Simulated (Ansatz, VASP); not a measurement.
SiC: VASP beside Ansatz

```
Si C
1.0
     1.53760   -2.66320    0.00000
     0.00000    0.00000   -5.04817
    14.42174    8.32639    0.00000
Si C
8 8
Direct
  0.50000 0.99540 0.53308
  0.00000 0.99540 0.05331
  0.50000 0.99540 0.21323
  0.00000 0.99540 0.37316
  0.00000 0.49540 0.58639
  0.50000 0.49540 0.10662
  0.00000 0.49540 0.26654
  0.50000 0.49540 0.42647
  0.50000 0.61960 0.53308
  0.00000 0.61960 0.05331
  0.50000 0.61960 0.21323
  0.00000 0.61960 0.37316
  0.00000 0.11960 0.58639
  0.50000 0.11960 0.10662
  0.00000 0.11960 0.26654
  0.50000 0.11960 0.42647
```

Alike in both runs: task single point; functional r2SCAN; k mesh 7 × 5 × 2; occupations gaussian, width 0.05 eV; no spin polarisation.

|  | VASP | Ansatz |
| --- | --- | --- |
| version | VASP 6.6.1 | Ansatz 0.2.0 |
| potentials or method | VASP PAW PBE potentials, release 64 (Si, C), cutoff 520 eV | scalar-relativistic, plane waves, PAW |
| valence electrons in the cell | 64 | 64 |

Ansatz gave:

| Property | Result |
| --- | --- |
| gap on the k mesh at the Fermi level (eV) | 0.74 |
| least direct gap on the mesh (eV) | 0.75 |
| rms of the force components (eV/Å) | 1.016 |

**Question.** What did VASP give for the same quantities?

**Answer.** gap on the k mesh at the Fermi level (eV): 0.73; least direct gap on the mesh (eV): 0.74; rms of the force components (eV/Å): 1.015.

VASP's potentials were made for PBE, not for r2SCAN. Atom by atom the forces differ by 0.007 eV/Å (rms over components).
